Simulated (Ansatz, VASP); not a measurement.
## Os4C: VASP beside Ansatz

The input INCAR:

```
SYSTEM = Os4C
ALGO = Normal
EDIFF = 1E-6
EDIFFG = -0.04
ENCUT = 600
GGA = PE
IBRION = 2
ISIF = 3
ISMEAR = 0
LASPH = .TRUE.
LCHARG = .FALSE.
LREAL = .FALSE.
LWAVE = .FALSE.
NELM = 60
NSW = 90
PREC = Accurate
SIGMA = 0.1
```

KPOINTS

```
k-points
0
G
  4 4 4
  0 0 0
```

POSCAR

```
Os4C
1.0
    0.0000000000      4.5868040800      4.5868040800
    4.5868040800      0.0000000000      4.5868040800
    4.5868040800      4.5868040800      0.0000000000
Os C
8 2
Direct
    0.3761259900      0.3761259900      0.3761259900
    0.3761259900      0.3761259900      0.8716220300
    0.3761259900      0.8716220300      0.3761259900
    0.8738740100      0.8738740100      0.3783779700
    0.8738740100      0.8738740100      0.8738740100
    0.8716220300      0.3761259900      0.3761259900
    0.8738740100      0.3783779700      0.8738740100
    0.3783779700      0.8738740100      0.8738740100
    0.0000000000      0.0000000000      0.0000000000
    0.2500000000      0.2500000000      0.2500000000
```

Input for Ansatz:

```yaml
crystal:
  lattice:
    - [0.0, 4.58680408, 4.58680408]
    - [4.58680408, 0.0, 4.58680408]
    - [4.58680408, 4.58680408, 0.0]
  atoms:
    - { symbol: Os, position: [0.37612599, 0.37612599, 0.37612599] }
    - { symbol: Os, position: [0.37612599, 0.37612599, 0.87162203] }
    - { symbol: Os, position: [0.37612599, 0.87162203, 0.37612599] }
    - { symbol: Os, position: [0.87387401, 0.87387401, 0.37837797] }
    - { symbol: Os, position: [0.87387401, 0.87387401, 0.87387401] }
    - { symbol: Os, position: [0.87162203, 0.37612599, 0.37612599] }
    - { symbol: Os, position: [0.87387401, 0.37837797, 0.87387401] }
    - { symbol: Os, position: [0.37837797, 0.87387401, 0.87387401] }
    - { symbol: C, position: [0.0, 0.0, 0.0] }
    - { symbol: C, position: [0.25, 0.25, 0.25] }
basis:
  ecutwfc: 420
kpoints:
  mp_grid: { grid: [4, 4, 4] }
hamiltonian:
  xc: pbe
scf:
  occupations: { method: gaussian, width: 0.1 }
  lower_state_search: "off"
output:
  forces: true
  stress: true
  eigenvalues: true
relax:
  adjacent_minimum: "off"
  f_tol: 0.04
  max_steps: 70
  cell: { stress_tol: 0.4 }
```

Change from the starting cell: species swapped into the Ba4Rh type (Fd-3m, No. 227).

Alike in both runs: task relaxation of cell and atoms; functional PBE; k mesh 4 × 4 × 4; occupations gaussian, width 0.1 eV; no spin polarisation.

|  | VASP | Ansatz |
| --- | --- | --- |
| version | VASP 6.6.1 | Ansatz 0.2.0 |
| potentials or method | VASP PAW PBE potentials, release 64 (Os, C), cutoff 600 eV | scalar-relativistic, plane waves, PAW |
| valence electrons in the cell | 72 | 136 |

```tsv
	VASP	Ansatz	Ansatz less VASP
gap on the k mesh at the Fermi level, each at its own relaxed structure (eV)	none	none	-
relaxed volume (Å³/atom)	13.67	13.62	-0.052
relaxed length of the cell vector where the two differ most in proportion (Å)	5.782	5.775	-0.0073
```

A gap of «none» marks a metal or a gap that the smearing closes. VASP's potentials hold 72 valence electrons a cell and Ansatz's 136, so a difference there can come from the potentials and not from the codes.

Neither program's run includes spin-orbit coupling. Noted on VASP's run: the volume moved by over 15 % at a fixed basis, so the end points are rough.
